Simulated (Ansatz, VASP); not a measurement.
**One calculation of ZnCu, two programs**

The input INCAR:

```
SYSTEM = ZnCu
PREC = Accurate
ENCUT = 520
EDIFF = 1E-6
ISMEAR = -4
SIGMA = 0.1
LREAL = .False.
LASPH = .True.
NELM = 80
ALGO = Normal
ISIF = 2
LWAVE = .False.
LCHARG = .True.
GGA = PE
LELF = .True.
LVHAR = .True.
NBANDS = 18
```

Contents of KPOINTS:

```
regular mesh
0
Gamma
  10 10 10
  0 0 0
```

Contents of POSCAR:

```
ZnCu
1.0
    2.9450000000      0.0000000000      0.0000000000
    0.0000000000      2.9450000000      0.0000000000
    0.0000000000      0.0000000000      2.9450000000
Zn Cu
1 1
Direct
    0.4850000000      0.4850000000      0.4850000000
    0.0150000000      0.0150000000      0.0150000000
```

Input for Ansatz:

```yaml
crystal:
  lattice:
    - [2.945, 0.0, 0.0]
    - [0.0, 2.945, 0.0]
    - [0.0, 0.0, 2.945]
  atoms:
    - { symbol: Zn, position: [0.485, 0.485, 0.485] }
    - { symbol: Cu, position: [0.015, 0.015, 0.015] }
kpoints:
  mp_grid: { grid: [10, 10, 10] }
scf:
  occupations: { method: tetrahedron_uncorrected }
hamiltonian:
  xc: pbe
  pseudopotentials: { kind: all_electron, lapw: { basis_error: 0.001 } }
output:
  forces: true
  stress: true
  eigenvalues: true
  populations: true
```

Alike in both runs: task single point; functional PBE; k mesh 10 × 10 × 10; no spin polarisation.

|  | VASP | Ansatz |
| --- | --- | --- |
| version | VASP 6.6.1 | Ansatz 0.2.0 |
| potentials or method | VASP PAW PBE potentials, release 64 (Zn, Cu), cutoff 520 eV | all-electron LAPW, scalar-relativistic |
| occupations | tetrahedron | tetrahedron-uncorrected |

Ansatz gave:

| Property | Result |
| --- | --- |
| gap on the k mesh at the Fermi level (eV) | none |
| pressure (GPa) | 4.0 |
| traceless stress, the component that is largest in VASP (GPa) | 0.97 |
| rms of the force components (eV/Å) | 0.441 |

Q: Estimate VASP's values.

A: gap on the k mesh at the Fermi level (eV): none; pressure (GPa): 4.5; traceless stress, the component that is largest in VASP (GPa): 0.95; rms of the force components (eV/Å): 0.446.

Atom by atom the forces differ by 0.005 eV/Å (rms over components). A gap of «none» marks a metal or a gap that the smearing closes. Ansatz ran all-electron here, and VASP with PAW potentials. Ansatz's warnings: band table not solved further.
